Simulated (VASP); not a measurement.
Input of a VASP 6.6.1 run:

INCAR

```
PREC = Accurate ; ENCUT = 520
EDIFF = 1E-6 ; ISMEAR = -1
SIGMA = 0.05 ; LREAL = False
LASPH = True ; NELM = 80
ALGO = Normal ; ISIF = 2
LWAVE = False ; LCHARG = True
GGA = PS ; LELF = True
LVHAR = True ; NBANDS = 26
```

KPOINTS

```
regular mesh
0
Gamma
  9 9 4
```

POSCAR

```
ZnO
1.0
    3.2208469546      0.0000000000      0.0000000000
   -1.6104234772      2.7893352843      0.0000000000
    0.0000000000      0.0000000000      6.9848812955
Zn O
2 2
Direct
    0.0000000000      0.0000000000      0.2500000000
    0.0000000000      0.0000000000      0.7500000000
    0.6666666667      0.3333333333      0.7500000000
    0.3333333333      0.6666666667      0.2500000000
```

Potentials or basis: VASP PAW PBE potentials, release 64 (Zn, O).

Command:

```console
$ cat potpaw_PBE.64/Zn/POTCAR potpaw_PBE.64/O/POTCAR > POTCAR
$ mpirun -np 1 vasp_std > vasp.out
```

(1) Predict the band gap on the k mesh.

(2) Predict the pressure.

## Answers

(1) 0.74 eV, direct.

(2) 2.1 GPa.

Caveat: the PAW data sets were made with another functional, which shifts forces and pressure a little.
